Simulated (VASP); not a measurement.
# TaN (P6_3/mmc) in VASP: further runs

TaN is run at these levels: PBE+U; tasks: single point.

Program: VASP 6.6.1. These are calculated values, not measurements. Logs are shortened: lines on timing, memory, paths and dates and some standing lists are left out, and cuts for length are marked.

## (1) The cell of the first run

Symmetry: P6_3/mmc, No. 194, hexagonal system. Conventional cell: a = 3.048 Å, b = 3.048 Å, c = 4.918 Å, α = 90.00°, β = 90.00°, γ = 120.00°. Within 2.8 Å of Ta (site symmetry -3m) lie 6 N at 2.15 Å and 2 Ta at 2.46 Å. Within 2.8 Å of N (site symmetry -6m2) lie 6 Ta at 2.15 Å.

## (2) Single point, PBE+U, collinear spin, antiferromagnetic start

INCAR

```
SYSTEM = TaN
ALGO     = Normal         ! electronic algorithm
EDIFF    = 1E-7           ! SCF threshold, eV
ENCUT    = 520            ! plane-wave cutoff, eV
GGA      = PE             ! functional
ISIF     = 2              ! what is computed and relaxed
ISMEAR   = 0              ! smearing method
ISPIN    = 2              ! spin polarisation
LASPH    = .TRUE.         ! aspherical terms in the spheres
LCHARG   = .FALSE.        ! write CHGCAR
LDAU     = .TRUE.         ! DFT+U
LDAUJ    = 0.9 0        
LDAUL    = 2 -1           ! shell
LDAUPRINT= 1            
LDAUTYPE = 1            
LDAUU    = 4 0            ! U, eV
LMAXMIX  = 4              ! l up to which the mixer works
LORBIT   = 11             ! projections on sites
LREAL    = .FALSE.        ! projectors in reciprocal space
LWAVE    = .FALSE.        ! write WAVECAR
MAGMOM   = 0.01 -0.01 0 0 ! initial moments
NBANDS   = 28             ! bands
NELM     = 150            ! most SCF steps
PREC     = Accurate       ! precision mode
SIGMA    = 0.05           ! smearing width, eV
```

KPOINTS

```
k-points
0
G
  7 7 4
  0 0 0
```

POSCAR

```
TaN
1.0
    3.0480018400      0.0000000000      0.0000000000
   -1.5240009200      2.6396470300      0.0000000000
    0.0000000000      0.0000000000      4.9179997800
Ta N
2 2
Direct
    0.0000000000      0.0000000000      0.0000000000
    0.0000000000      0.0000000000      0.5000000000
    0.3333333333      0.6666666667      0.2500000000
    0.6666666667      0.3333333333      0.7500000000
```

Potentials or basis: VASP PAW PBE potentials, release 64 (Ta_pv, N).

On the command line:

```sh
cat potpaw_PBE.64/Ta_pv/POTCAR potpaw_PBE.64/N/POTCAR > POTCAR
mpirun -np 1 vasp_std > vasp.out
```

OUTCAR:

```text
SYSTEM = TaN
   EDIFF = 1E-7
   ENCUT = 520
   GGA = PE
   ISIF = 2
   ISMEAR = 0
   ISPIN = 2
   LASPH = .TRUE.
   LORBIT = 11
   LREAL = .FALSE.
   NELM = 150
   PREC = Accurate

 ion  position               nearest neighbor table
   1  0.000  0.000  0.000-   3 2.15   4 2.15   4 2.15   3 2.15   4 2.15   3 2.15   2 2.46   2 2.46

   2  0.000  0.000  0.500-   3 2.15   4 2.15   4 2.15   3 2.15   4 2.15   3 2.15   1 2.46   1 2.46

   3  0.333  0.667  0.250-   1 2.15   2 2.15   1 2.15   2 2.15   1 2.15   2 2.15
   4  0.667  0.333  0.750-   1 2.15   2 2.15   1 2.15   2 2.15   1 2.15   2 2.15

  LATTYP: Found a hexagonal cell.
 ALAT       =     3.0480018400
 C/A-ratio  =     1.6135160142

  Lattice vectors:

 A1 = (   3.0480018400,   0.0000000000,   0.0000000000)
 A2 = (  -1.5240009200,   2.6396470300,   0.0000000000)
 A3 = (   0.0000000000,   0.0000000000,   4.9179997800)

Analysis of symmetry for initial positions (statically):
=====================================================================
 Subroutine PRICEL returns:
 Original cell was already a primitive cell.

 Routine SETGRP: Setting up the symmetry group for a
 hexagonal supercell.

 Subroutine GETGRP returns: Found 24 space group operations
 (whereof 12 operations were pure point group operations)
 out of a pool of 24 trial point group operations.

The static configuration has the point symmetry D_3d.
 The point group associated with its full space group is D_6h.

Analysis of symmetry for dynamics (positions and initial velocities):
=====================================================================
 Subroutine PRICEL returns:
 Original cell was already a primitive cell.

 Routine SETGRP: Setting up the symmetry group for a
 hexagonal supercell.

 Subroutine GETGRP returns: Found 24 space group operations
 (whereof 12 operations were pure point group operations)
 out of a pool of 24 trial point group operations.

The dynamic configuration has the point symmetry D_3d.
 The point group associated with its full space group is D_6h.

Analysis of structural, dynamic, and magnetic symmetry:
=====================================================================
 Subroutine PRICEL returns:
 Original cell was already a primitive cell.

 Routine SETGRP: Setting up the symmetry group for a
 hexagonal supercell.

 Subroutine GETGRP returns: Found 24 space group operations
 (whereof 12 operations were pure point group operations)
 out of a pool of 24 trial point group operations.

The overall configuration has the point symmetry D_3d.
 The point group associated with its full space group is D_6h.

 Subroutine INISYM returns: Found 24 space group operations
 (whereof 12 operations are pure point group operations),
 and found     1 'primitive' translations

----------------------------------------------------------------------------------------

                                     Primitive cell

  volume of cell :      39.5685

  direct lattice vectors                    reciprocal lattice vectors
     3.048001840  0.000000000  0.000000000     0.328083791  0.189419265  0.000000000
    -1.524000920  2.639647030  0.000000000     0.000000000  0.378838530  0.000000000
     0.000000000  0.000000000  4.917999780     0.000000000  0.000000000  0.203334698

  length of vectors
     3.048001840  3.048001845  4.917999780     0.378838530  0.378838530  0.203334698

  position of ions in fractional coordinates (direct lattice)
     0.000000000  0.000000000  0.000000000
     0.000000000  0.000000000  0.500000000
     0.333333333  0.666666667  0.250000000
     0.666666667  0.333333333  0.750000000

  ion indices of the primitive-cell ions
   primitive index   ion index
                 1           1
                 2           2
                 3           3
                 4           4

----------------------------------------------------------------------------------------

 KPOINTS: k-points

[... 112 lines left out ...]

 onsite density matrix

spin component  1

  0.2298  0.0000  0.0000  0.0120  0.0000
  0.0000  0.2546  0.0000 -0.0000  0.0120
  0.0000  0.0000  0.3735  0.0000  0.0000
  0.0120 -0.0000  0.0000  0.2546  0.0000
  0.0000  0.0120  0.0000  0.0000  0.2298

spin component  2

  0.2298  0.0000  0.0000  0.0120  0.0000
  0.0000  0.2546  0.0000 -0.0000  0.0120
  0.0000  0.0000  0.3735  0.0000  0.0000
  0.0120 -0.0000  0.0000  0.2546  0.0000
  0.0000  0.0120  0.0000  0.0000  0.2298

 occupancies and eigenvectors

  o =  0.2249  v =  0.0000  0.0000  0.0000  0.0000  0.0000  0.9267  0.0000  0.0000 -0.3759 -0.0000      0.0000  0.0000  0.0000  0.0000  0.0000  0.0000  0.0000  0.0000  0.0000  0.0000
  o =  0.2249  v =  0.0000  0.0000  0.0000  0.0000  0.0000 -0.0000  0.3759  0.0000  0.0000 -0.9267      0.0000  0.0000  0.0000  0.0000  0.0000  0.0000  0.0000  0.0000  0.0000  0.0000
  o =  0.2249  v =  0.9267  0.0000  0.0000 -0.3759 -0.0000  0.0000  0.0000  0.0000  0.0000  0.0000      0.0000  0.0000  0.0000  0.0000  0.0000  0.0000  0.0000  0.0000  0.0000  0.0000
  o =  0.2249  v = -0.0000  0.3759  0.0000  0.0000 -0.9267  0.0000  0.0000  0.0000  0.0000  0.0000      0.0000  0.0000  0.0000  0.0000  0.0000  0.0000  0.0000  0.0000  0.0000  0.0000
  o =  0.2595  v =  0.0000  0.0000  0.0000  0.0000  0.0000 -0.3759 -0.0000  0.0000 -0.9267 -0.0000      0.0000  0.0000  0.0000  0.0000  0.0000  0.0000  0.0000  0.0000  0.0000  0.0000
  o =  0.2595  v =  0.0000  0.0000  0.0000  0.0000  0.0000  0.0000 -0.9267  0.0000  0.0000 -0.3759      0.0000  0.0000  0.0000  0.0000  0.0000  0.0000  0.0000  0.0000  0.0000  0.0000
  o =  0.2595  v = -0.3759 -0.0000  0.0000 -0.9267 -0.0000  0.0000  0.0000  0.0000  0.0000  0.0000      0.0000  0.0000  0.0000  0.0000  0.0000  0.0000  0.0000  0.0000  0.0000  0.0000
  o =  0.2595  v =  0.0000 -0.9267  0.0000  0.0000 -0.3759  0.0000  0.0000  0.0000  0.0000  0.0000      0.0000  0.0000  0.0000  0.0000  0.0000  0.0000  0.0000  0.0000  0.0000  0.0000
  o =  0.3735  v =  0.0000  0.0000  0.0000  0.0000  0.0000 -0.0000 -0.0000 -1.0000 -0.0000 -0.0000      0.0000  0.0000  0.0000  0.0000  0.0000  0.0000  0.0000  0.0000  0.0000  0.0000
  o =  0.3735  v = -0.0000 -0.0000 -1.0000 -0.0000 -0.0000  0.0000  0.0000  0.0000  0.0000  0.0000      0.0000  0.0000  0.0000  0.0000  0.0000  0.0000  0.0000  0.0000  0.0000  0.0000

atom =   2  type =  1  l = 2

 onsite density matrix

spin component  1

  0.2298 -0.0000  0.0000 -0.0120  0.0000
 -0.0000  0.2546 -0.0000 -0.0000 -0.0120
  0.0000 -0.0000  0.3735 -0.0000  0.0000
 -0.0120 -0.0000 -0.0000  0.2546 -0.0000
  0.0000 -0.0120  0.0000 -0.0000  0.2298

spin component  2

  0.2298 -0.0000  0.0000 -0.0120  0.0000
 -0.0000  0.2546 -0.0000 -0.0000 -0.0120
  0.0000 -0.0000  0.3735 -0.0000  0.0000
 -0.0120 -0.0000 -0.0000  0.2546 -0.0000
  0.0000 -0.0120  0.0000 -0.0000  0.2298

 occupancies and eigenvectors

  o =  0.2249  v =  0.9267 -0.0000  0.0000  0.3759 -0.0000  0.0000  0.0000  0.0000  0.0000  0.0000      0.0000  0.0000  0.0000  0.0000  0.0000  0.0000  0.0000  0.0000  0.0000  0.0000
  o =  0.2249  v =  0.0000  0.3759 -0.0000  0.0000  0.9267  0.0000  0.0000  0.0000  0.0000  0.0000      0.0000  0.0000  0.0000  0.0000  0.0000  0.0000  0.0000  0.0000  0.0000  0.0000
  o =  0.2249  v =  0.0000  0.0000  0.0000  0.0000  0.0000  0.9267 -0.0000  0.0000  0.3759 -0.0000      0.0000  0.0000  0.0000  0.0000  0.0000  0.0000  0.0000  0.0000  0.0000  0.0000
  o =  0.2249  v =  0.0000  0.0000  0.0000  0.0000  0.0000  0.0000  0.3759 -0.0000  0.0000  0.9267      0.0000  0.0000  0.0000  0.0000  0.0000  0.0000  0.0000  0.0000  0.0000  0.0000
  o =  0.2595  v =  0.3759 -0.0000 -0.0000 -0.9267  0.0000  0.0000  0.0000  0.0000  0.0000  0.0000      0.0000  0.0000  0.0000  0.0000  0.0000  0.0000  0.0000  0.0000  0.0000  0.0000
  o =  0.2595  v =  0.0000  0.9267  0.0000 -0.0000 -0.3759  0.0000  0.0000  0.0000  0.0000  0.0000      0.0000  0.0000  0.0000  0.0000  0.0000  0.0000  0.0000  0.0000  0.0000  0.0000
  o =  0.2595  v =  0.0000  0.0000  0.0000  0.0000  0.0000  0.3759 -0.0000 -0.0000 -0.9267  0.0000      0.0000  0.0000  0.0000  0.0000  0.0000  0.0000  0.0000  0.0000  0.0000  0.0000
  o =  0.2595  v =  0.0000  0.0000  0.0000  0.0000  0.0000  0.0000  0.9267  0.0000 -0.0000 -0.3759      0.0000  0.0000  0.0000  0.0000  0.0000  0.0000  0.0000  0.0000  0.0000  0.0000
  o =  0.3735  v = -0.0000  0.0000 -1.0000  0.0000 -0.0000  0.0000  0.0000  0.0000  0.0000  0.0000      0.0000  0.0000  0.0000  0.0000  0.0000  0.0000  0.0000  0.0000  0.0000  0.0000
  o =  0.3735  v =  0.0000  0.0000  0.0000  0.0000  0.0000 -0.0000  0.0000 -1.0000  0.0000 -0.0000      0.0000  0.0000  0.0000  0.0000  0.0000  0.0000  0.0000  0.0000  0.0000  0.0000

 number of electron      32.0000002 magnetization       0.0000000

 Free energy of the ion-electron system (eV)
  ---------------------------------------------------
  ext. energy  EPLUGINS =         0.00000000
  ---------------------------------------------------
  free energy    TOTEN  =       -35.16974509 eV

  energy without entropy =      -35.16737387  energy(sigma->0) =      -35.16855948

 E-fermi :  10.3217     XC(G=0): -13.7573

 val. band max:       10.1892973505   @ k =   0.0000   0.0000   0.5000
 cond. band min:      10.3226777119   @ k =   0.4286   0.1429   0.2500
 fundamental gap:      0.1333803614
 Fermi energy:        10.3216690330

 spin component 1

 k-point     1 :       0.0000    0.0000    0.0000
  band No.  band energies     occupation
      1     -27.4912      1.00000
      2     -25.6472      1.00000
      3     -25.6472      1.00000
      4     -25.2759      1.00000
      5     -25.2759      1.00000
      6     -24.4783      1.00000
[... 733 lines left out ...]
     27      21.0073      0.00000
     28      21.0073      0.00000
 Fermi energy:        10.3216690330

 spin component 2

 k-point     1 :       0.0000    0.0000    0.0000
  band No.  band energies     occupation
      1     -27.4912      1.00000
      2     -25.6472      1.00000
      3     -25.6472      1.00000
      4     -25.2759      1.00000
      5     -25.2759      1.00000
      6     -24.4783      1.00000
[... 733 lines left out ...]
     27      21.0073      0.00000
     28      21.0073      0.00000

------------------------ aborting loop because EDIFF is reached ----------------------------------------

  FORCE on cell =-STRESS in cart. coord.  units (eV):
  Direction    XX          YY          ZZ          XY          YZ          ZX
  --------------------------------------------------------------------------------------
  -------------------------------------------------------------------------------------
  Total        9.9572309      9.9572309     33.6358739      0.0000000     -0.0000000      0.0000000
  in kB      403.1805501    403.1805518   1361.9579874      0.0000000     -0.0000000      0.0000000
  external PRESSURE =     722.7730298 kB  Pullay stress =       0.0000000 kB

 VOLUME and BASIS-vectors are now :
 -----------------------------------------------------------------------------
  energy-cutoff  :      520.00
  volume of cell :       39.57
      direct lattice vectors                 reciprocal lattice vectors
     3.048001840  0.000000000  0.000000000     0.328083791  0.189419265  0.000000000
    -1.524000920  2.639647030  0.000000000     0.000000000  0.378838530  0.000000000
     0.000000000  0.000000000  4.917999780     0.000000000  0.000000000  0.203334698

 POSITION                                       TOTAL-FORCE (eV/Angst)
 -----------------------------------------------------------------------------------
      0.00000      0.00000      0.00000        -0.000000      0.000000     -0.000000
      0.00000      0.00000      2.45900        -0.000000      0.000000     -0.000000
     -0.00000      1.75976      1.22950        -0.000000      0.000000      0.000000
      1.52400      0.87988      3.68850         0.000000     -0.000000     -0.000000
 -----------------------------------------------------------------------------------
    total drift:                               -0.000000      0.000000      0.000000

  FREE ENERGIE OF THE ION-ELECTRON SYSTEM (eV)
  ---------------------------------------------------
  free  energy   TOTEN  =       -35.1697450890 eV

  energy  without entropy=      -35.1673738689  energy(sigma->0) =      -35.16855948

 total charge

# of ion       s       p       d       tot
------------------------------------------
    1        0.339   6.307   2.627   9.273
    2        0.339   6.307   2.627   9.273
    3        1.239   2.606   0.000   3.846
    4        1.239   2.606   0.000   3.846
--------------------------------------------------
tot          3.157  17.826   5.254  26.237

 magnetization (x)

# of ion       s       p       d       tot
------------------------------------------
    1        0.000   0.000   0.000   0.000
    2       -0.000  -0.000  -0.000  -0.000
    3        0.000   0.000   0.000   0.000
    4        0.000   0.000   0.000   0.000
--------------------------------------------------
tot          0.000   0.000   0.000   0.000
```

It took 25 s on 1 thread of Intel Xeon 6975P-C (Granite Rapids), shared host; peak memory 0.19 GiB.

What came out:

| Property | Result |
| --- | --- |
| Free energy | -35.1697 eV |
| Pressure | 72.3 GPa |
| Band gap on the k mesh | zero (filled and empty bands overlap) |
| Net moment | 0.00 μB per cell |
| Valence electrons inside the program's atomic spheres | Ta 9.27; N 3.85 |

Eigenvalues of the final occupation matrices:
```csv
site,spin,trace,eigenvalues
site 1 d,1,1.34,0.22 0.22 0.26 0.26 0.37
site 1 d,2,1.34,0.22 0.22 0.26 0.26 0.37
site 2 d,1,1.34,0.22 0.22 0.26 0.26 0.37
site 2 d,2,1.34,0.22 0.22 0.26 0.26 0.37
```

Caveat: spin-orbit coupling is left out, which moves the levels of the heavy elements. The state reached can hang on the start; a lower one may exist.

## (3) Single point, PBE+U, collinear spin, zero start

INCAR

```
  ALGO = Normal
  EDIFF = 1E-6
  ENCUT = 520
  GGA = PE
  ISIF = 2
  ISMEAR = 0
  ISPIN = 2
  LASPH = T
  LCHARG = F
  LDAU = T
  LDAUJ = 0.9 0
  LDAUL = 2 -1
  LDAUPRINT = 1
  LDAUTYPE = 1
  LDAUU = 4 0
  LMAXMIX = 4
  LORBIT = 11
  LREAL = F
  LWAVE = F
  MAGMOM = 0 0 0 0
  NBANDS = 28
  NELM = 150
  PREC = Accurate
  SIGMA = 0.05
```

KPOINTS

```
k-points
0
Gamma
  7 7 4
```

POSCAR is that of step 2.

Potentials or basis: VASP PAW PBE potentials, release 64 (Ta_pv, N).

On the command line:

```sh
cat potpaw_PBE.64/Ta_pv/POTCAR potpaw_PBE.64/N/POTCAR > POTCAR
mpirun -np 1 vasp_std > vasp.out
```

Run time: 23 s. Hardware: 1 thread of Intel Xeon 6975P-C (Granite Rapids), shared host; peak memory 0.19 GiB.

The run converged. Its results:

| Item | Value |
| --- | --- |
| Free energy | -35.1697 eV |
| Pressure | 72.3 GPa |
| Band gap on the k mesh | zero (filled and empty bands overlap) |
| Net moment | 0.00 μB per cell |
| Valence electrons inside the program's atomic spheres | Ta 9.27; N 3.85 |

Stress tensor (GPa, compression positive):
```
 40.32   0.00   0.00
  0.00  40.32   0.00
  0.00   0.00 136.19
```

Levels at points of the mesh, in eV from the Fermi level:
Spin up:
| k point | band 14 | band 15 | band 16 | band 17 | band 18 | band 19 |
| --- | --- | --- | --- | --- | --- | --- |
| (0.00, 0.00, 0.00) | -3.90 | -3.88 | -1.76 | -1.76 | -0.59 | -0.59 |
| (0.00, 0.00, 0.50) | -6.50 | -0.13 | -0.13 | 0.07 | 0.07 | 0.07 |
Spin down:
| k point | band 12 | band 13 | band 14 | band 15 | band 16 | band 17 | band 18 | band 19 | band 20 | band 21 |
| --- | --- | --- | --- | --- | --- | --- | --- | --- | --- | --- |
| (0.00, 0.00, 0.00) | -5.32 | -3.90 | -3.90 | -3.88 | -1.76 | -1.76 | -0.59 | -0.59 | 2.47 | 3.99 |
| (0.00, 0.00, 0.50) | -6.50 | -6.50 | -6.50 | -0.13 | -0.13 | 0.07 | 0.07 | 0.07 | 0.07 | 4.66 |

Eigenvalues of the final occupation matrices:
| site | spin | trace | eigenvalues |
| --- | --- | --- | --- |
| site 1 d | 1 | 1.34 | 0.22 0.22 0.26 0.26 0.37 |
| site 1 d | 2 | 1.34 | 0.22 0.22 0.26 0.26 0.37 |
| site 2 d | 1 | 1.34 | 0.22 0.22 0.26 0.26 0.37 |
| site 2 d | 2 | 1.34 | 0.22 0.22 0.26 0.26 0.37 |

Caveat: spin-orbit coupling is left out, which moves the levels of the heavy elements.
